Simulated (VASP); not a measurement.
Crystal: YbNbS2.

```
Nb Yb S
1.0
     1.75175    3.03411    0.00000
    -1.75175    3.03411    0.00000
    -1.75175    1.01137    6.92821
Nb Yb S
1 1 2
Cartesian
  0.0000 0.0000 0.0000
  0.0000 2.0227 3.4641
  -1.7517 3.0341 5.6950
  0.0000 4.0455 1.2332
```

Base run:

- Program: VASP 6.6.1
- Functional: r2SCAN
- Potentials or basis: VASP PAW PBE potentials, release 64 (Nb_sv, Yb, S)
- Cutoff: 520 eV
- k mesh: 6 × 6 × 6
- Occupations: fermi-dirac, width 0.042 eV
- Spin: no spin polarisation

Its results: pressure 12.5 GPa; largest force 4.510 eV/Å.

**Question.** The run is repeated on the same cell with these changes: functional from r2SCAN to RPBE. What comes out?

**Answer.** Pressure 17.2 GPa; largest force 4.305 eV/Å.

Caveats: the PAW data sets were made with another functional, which shifts forces and pressure a little.
